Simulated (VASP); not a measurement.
# WS2 in VASP: notebook

The runs below take WS2 through single point, with PBE.

Everything below comes from runs of VASP 6.6.1. Logs are shortened: lines on timing, memory, paths and dates and some standing lists are left out, and cuts for length are marked.

**1. The cell of the first run**

Symmetry: P4/mmm, No. 123, tetragonal system. The conventional cell has a = 3.110 Å, b = 3.110 Å, c = 6.448 Å, α = 90.00°, β = 90.00°, γ = 90.00°. Within 3.8 Å of W (site symmetry 4/mmm) lie 8 S at 2.86 Å and 4 W at 3.11 Å. S (site symmetry 4mm) has 6 S at 2.78 to 3.67 Å and 4 W at 2.86 Å within 3.7 Å.

**2. Single point, PBE (volume scaled by 1.06)**

INCAR reads:

```
SYSTEM = WS2
ALGO     = Normal         ! electronic algorithm
EDIFF    = 1E-7           ! SCF threshold, eV
ENCUT    = 520            ! plane-wave cutoff, eV
GGA      = PE             ! functional
ISIF     = 2              ! what is computed and relaxed
ISMEAR   = -1             ! smearing method
LASPH    = .TRUE.         ! aspherical terms in the spheres
LCHARG   = .TRUE.         ! write CHGCAR
LELF     = .TRUE.         ! ELF
LREAL    = .FALSE.        ! projectors in reciprocal space
LVHAR    = .TRUE.       
LWAVE    = .FALSE.        ! write WAVECAR
NBANDS   = 20             ! bands
NELM     = 60             ! most SCF steps
PREC     = Accurate       ! precision mode
SIGMA    = 0.05           ! smearing width, eV
```

KPOINTS reads:

```
k-points
0
G
  9 9 4
  0 0 0
```

POSCAR reads:

```
WS2
1.0
    3.1104952952      0.0000000000      0.0000000000
    0.0000000000      3.1104952952      0.0000000000
    0.0000000000      0.0000000000      6.4481794246
W S
1 2
Direct
    0.0000000000      0.0000000000      0.0000000000
    0.5000000000      0.5000000000      0.2843227100
    0.5000000000      0.5000000000      0.7156772900
```

Potentials or basis: VASP PAW PBE potentials, release 64 (W_sv, S).

On the command line:

```sh
cat potpaw_PBE.64/W_sv/POTCAR potpaw_PBE.64/S/POTCAR > POTCAR
mpirun -np 1 vasp_std > vasp.out
```

OUTCAR:

```text
SYSTEM = WS2
   EDIFF = 1E-7
   ENCUT = 520
   GGA = PE
   ISIF = 2
   ISMEAR = -1
   LASPH = .TRUE.
   LREAL = .FALSE.
   NELM = 60
   PREC = Accurate

 ion  position               nearest neighbor table
   1  0.000  0.000  0.000-   2 2.86   3 2.86   2 2.86   3 2.86   2 2.86   3 2.86   2 2.86   3 2.86

   2  0.500  0.500  0.284-   3 2.78   1 2.86   1 2.86   1 2.86   1 2.86
   3  0.500  0.500  0.716-   2 2.78   1 2.86   1 2.86   1 2.86   1 2.86

  LATTYP: Found a simple tetragonal cell.
 ALAT       =     3.1104952952
 C/A-ratio  =     2.0730394399

  Lattice vectors:

 A1 = (   3.1104952952,   0.0000000000,   0.0000000000)
 A2 = (   0.0000000000,   3.1104952952,   0.0000000000)
 A3 = (   0.0000000000,   0.0000000000,   6.4481794246)

Analysis of symmetry for initial positions (statically):
=====================================================================
 Subroutine PRICEL returns:
 Original cell was already a primitive cell.

 Routine SETGRP: Setting up the symmetry group for a
 simple tetragonal supercell.

 Subroutine GETGRP returns: Found 16 space group operations
 (whereof 16 operations were pure point group operations)
 out of a pool of 16 trial point group operations.

The static configuration has the point symmetry D_4h.

Analysis of symmetry for dynamics (positions and initial velocities):
=====================================================================
 Subroutine PRICEL returns:
 Original cell was already a primitive cell.

 Routine SETGRP: Setting up the symmetry group for a
 simple tetragonal supercell.

 Subroutine GETGRP returns: Found 16 space group operations
 (whereof 16 operations were pure point group operations)
 out of a pool of 16 trial point group operations.

The dynamic configuration has the point symmetry D_4h.

 Subroutine INISYM returns: Found 16 space group operations
 (whereof 16 operations are pure point group operations),
 and found     1 'primitive' translations

----------------------------------------------------------------------------------------

                                     Primitive cell

  volume of cell :      62.3873

  direct lattice vectors                    reciprocal lattice vectors
     3.110495295  0.000000000  0.000000000     0.321492208  0.000000000  0.000000000
     0.000000000  3.110495295  0.000000000     0.000000000  0.321492208  0.000000000
[... 85 lines left out ...]
   ENCUT  =  520.0 eV  38.22 Ry    6.18 a.u.   5.78  5.78 11.99*2*pi/ulx,y,z
   NELM   =     60;   NELMIN=  2; NELMDL= -5     # of ELM steps
   EDIFF  = 0.1E-06   stopping-criterion for ELM
   LREAL  =      F    real-space projection
   EDIFFG = 0.1E-05   stopping-criterion for IOM
   NSW    =      0    number of steps for IOM
   IBRION =     -1    ionic relax: 0-MD 1-quasi-New 2-CG
   NFREE  =      0    steps in history (QN), initial steepest desc. (CG)
   ISIF   =      2    stress and relaxation
   ISYM   =      2    0-nonsym 1-usesym 2-fastsym
   POTIM  = 0.5000    time-step for ionic-motion
   TEBEG  =    0.0;   TEEND  =   0.0 temperature during run
   PSTRESS=    0.0 pullay stress
   NELECT =      26.0000    total number of electrons
   NUPDOWN=      -1.0000    fix difference up-down
   EMIN   =  10.00;   EMAX   =-10.00  energy-range for DOS
   EFERMI =   0.00;   METHOD = LEGACY
   ISMEAR =    -1;   SIGMA  =   0.05  broadening in eV -4-tet -1-fermi 0-gaus
   EFERMI_NEDOS =   21; number of points for ismear=-14 and -15
   IALGO  =     38    algorithm
   IMIX   =      4    mixing-type and parameters
     AMIX     =   0.40;   BMIX     =  1.00
     AMIX_MAG =   1.60;   BMIX_MAG =  1.00
  volume/ion in A,a.u.               =      20.80       140.34
  Fermi-wavevector in a.u.,A,eV,Ry     =   1.222833  2.310820 20.345077  1.495321
  Thomas-Fermi vector in A             =   2.357966
   LORBIT       =      0    0 simple, 1 ext, 2 COOP (PROOUT), +10 PAW based schemes
   GGA     = PE    functional components
   LHFCALC =     F    Hartree Fock is set to
   AEXX    =    0.0000 exact exchange contribution
   IVDW    =     0    specifies the selected vdW correction
   LEPSILON=     F    determine dielectric tensor
   LRPA    =     F    only Hartree local field effects (RPA)
 non-spin polarized calculation
  energy-cutoff  :      520.00
  volume of cell :       62.39
 maximum number of plane-waves:      1699
 NGX is ok and might be reduce to    24
   NGX = 11   NGY = 11   NGZ = 23

 number of electron      26.0000003 magnetization

 Free energy of the ion-electron system (eV)
  ---------------------------------------------------
  ext. energy  EPLUGINS =         0.00000000
  ---------------------------------------------------
  free energy    TOTEN  =       -19.76517345 eV

  energy without entropy =      -19.74879323  energy(sigma->0) =      -19.75698334

 E-fermi :   5.6342     XC(G=0): -10.3907

 val. band max:        5.6260025375   @ k =   0.3333   0.3333   0.2500
 cond. band min:       5.6475539432   @ k =   0.3333   0.3333   0.5000
 fundamental gap:      0.0215514057
 Fermi energy:         5.6341984953

 k-point     1 :       0.0000    0.0000    0.0000
  band No.  band energies     occupation
      1     -69.3357      2.00000
      2     -33.4543      2.00000
      3     -33.2509      2.00000
      4     -33.2509      2.00000
      5      -8.5491      2.00000
      6      -7.1658      2.00000
[... 541 lines left out ...]
     19      12.4347      0.00000
     20      13.1616      0.00000

 [... further k-points ...]

------------------------ aborting loop because EDIFF is reached ----------------------------------------

  FORCE on cell =-STRESS in cart. coord.  units (eV):
  Direction    XX          YY          ZZ          XY          YZ          ZX
  --------------------------------------------------------------------------------------
  -------------------------------------------------------------------------------------
  Total       -6.8580236     -6.8580236    -11.6583999      0.0000000      0.0000000      0.0000000
  in kB     -176.1218948   -176.1218948   -299.4010511      0.0000000      0.0000000      0.0000000
  external PRESSURE =    -217.2149469 kB  Pullay stress =       0.0000000 kB

 VOLUME and BASIS-vectors are now :
 -----------------------------------------------------------------------------
  energy-cutoff  :      520.00
  volume of cell :       62.39
      direct lattice vectors                 reciprocal lattice vectors
     3.110495295  0.000000000  0.000000000     0.321492208  0.000000000  0.000000000
     0.000000000  3.110495295  0.000000000     0.000000000  0.321492208  0.000000000
     0.000000000  0.000000000  6.448179425     0.000000000  0.000000000  0.155082533

 POSITION                                       TOTAL-FORCE (eV/Angst)
 -----------------------------------------------------------------------------------
      0.00000      0.00000      0.00000        -0.000000     -0.000000      0.000000
      1.55525      1.55525      1.83336        -0.000000      0.000000     -4.275830
      1.55525      1.55525      4.61482         0.000000      0.000000      4.275830
 -----------------------------------------------------------------------------------
    total drift:                               -0.000000     -0.000000      0.000000

  FREE ENERGIE OF THE ION-ELECTRON SYSTEM (eV)
  ---------------------------------------------------
  free  energy   TOTEN  =       -19.7651734508 eV

  energy  without entropy=      -19.7487932285  energy(sigma->0) =      -19.75698334
```

stdout:

```text
POSCAR found type information on POSCAR W S
 POSCAR found :  2 types and       3 ions
 scaLAPACK will be used
 LDA part: xc-table for (Slater+PW92), standard interpolation
 POSCAR, INCAR and KPOINTS ok, starting setup
 FFT: planning ... GRIDC
 FFT: planning ... GRID_SOFT
 FFT: planning ... GRID
 WAVECAR not read
 entering main loop
```

Run time: 42 s. Hardware: 1 thread of Intel Xeon Platinum 8259CL at 2.50GHz (Skylake/Cascade Lake), shared host; peak memory 0.2 GiB.

Results:

| Property | Result |
| --- | --- |
| Free energy | -19.7652 eV |
| Pressure | -21.7 GPa |
| Largest force | 4.276 eV/Å |
| Band gap on the k mesh | zero (band 13 reaches 6.05 eV, above the bottom of band 14 at 5.03 eV) |

Forces in eV/Å, atoms in the order of the input:
```
W    0.000  0.000  0.000
S    0.000  0.000 -4.276
S    0.000  0.000  4.276
```

Stress tensor (GPa, compression positive):
```
-17.61   0.00   0.00
  0.00 -17.61   0.00
  0.00   0.00 -29.94
```

Levels at points of the mesh, in eV from the Fermi level:
```csv
k point,band 10,band 11,band 12,band 13,band 14,band 15,band 16,band 17
"(0.00, 0.00, 0.00)",-1.31,-1.31,-0.79,-0.45,-0.45,1.76,2.86,2.95
"(0.00, 0.00, 0.50)",-1.53,-1.53,-0.17,0.02,0.02,1.76,2.51,2.51
```

Caveat: spin-orbit coupling is left out, which moves the levels of the heavy elements; forces of over 1 eV/Å act on the atoms, so gaps and moduli don't describe the material at rest.

**3. Single point, PBE (atoms moved at random)**

INCAR reads:

```
PREC = Accurate
ENCUT = 520
EDIFF = 1E-6
ISMEAR = -1
SIGMA = 0.05
LREAL = F
LASPH = T
NELM = 80
ALGO = Normal
ISIF = 2
LWAVE = F
LCHARG = T
GGA = PE
LELF = T
LVHAR = T
NBANDS = 20
```

KPOINTS reads:

```
Automatic mesh
0
Gamma
  9 9 4
```

POSCAR reads:

```
WS2
1.0
    3.0506631800      0.0000000000      0.0000000000
    0.0000000000      3.0506631800      0.0000000000
    0.0000000000      0.0000000000      6.3241450900
W S
1 2
Direct
   -0.0100880000      0.0207540000      0.0037930000
    0.4999670000      0.4911790000      0.2797340000
    0.5134720000      0.5063680000      0.7107530000
```

Potentials or basis: VASP PAW PBE potentials, release 64 (W_sv, S).

On the command line:

```sh
cat potpaw_PBE.64/W_sv/POTCAR potpaw_PBE.64/S/POTCAR > POTCAR
mpirun -np 1 vasp_std > vasp.out
```

It took 1.9 min on 1 thread of Intel Xeon Platinum 8259CL at 2.50GHz (Skylake/Cascade Lake), shared host; peak memory 0.3 GiB.

The run converged. Its results:

- Free energy: -20.2034 eV
- Pressure: -18.3 GPa
- Largest force: 4.423 eV/Å
- Band gap on the k mesh: zero (band 13 reaches 6.78 eV, above the bottom of band 14 at 5.78 eV)

Forces on the atoms (eV/Å):
```
W   -0.158  0.188 -0.243
S    0.094 -0.048 -4.177
S    0.064 -0.141  4.421
```

Stress tensor (GPa, compression positive):
```
-13.42  -0.28   0.26
 -0.28 -13.43   0.65
  0.26   0.65 -27.93
```

Levels at points of the mesh, in eV from the Fermi level:
| k point | band 9 | band 10 | band 11 | band 12 | band 13 | band 14 | band 15 | band 16 | band 17 | band 18 |
| --- | --- | --- | --- | --- | --- | --- | --- | --- | --- | --- |
| (0.00, 0.00, 0.00) | -1.56 | -1.45 | -1.38 | -0.74 | -0.41 | -0.41 | 1.95 | 3.12 | 3.23 | 3.36 |
| (0.00, 0.00, 0.50) | -2.97 | -1.65 | -1.63 | -0.22 | 0.09 | 0.19 | 1.95 | 2.68 | 2.72 | 4.82 |

Caveat: the cell differs from its parent crystal (atoms moved at random); spin-orbit coupling is left out, which moves the levels of the heavy elements; forces of over 1 eV/Å act on the atoms, so gaps and moduli don't describe the material at rest.
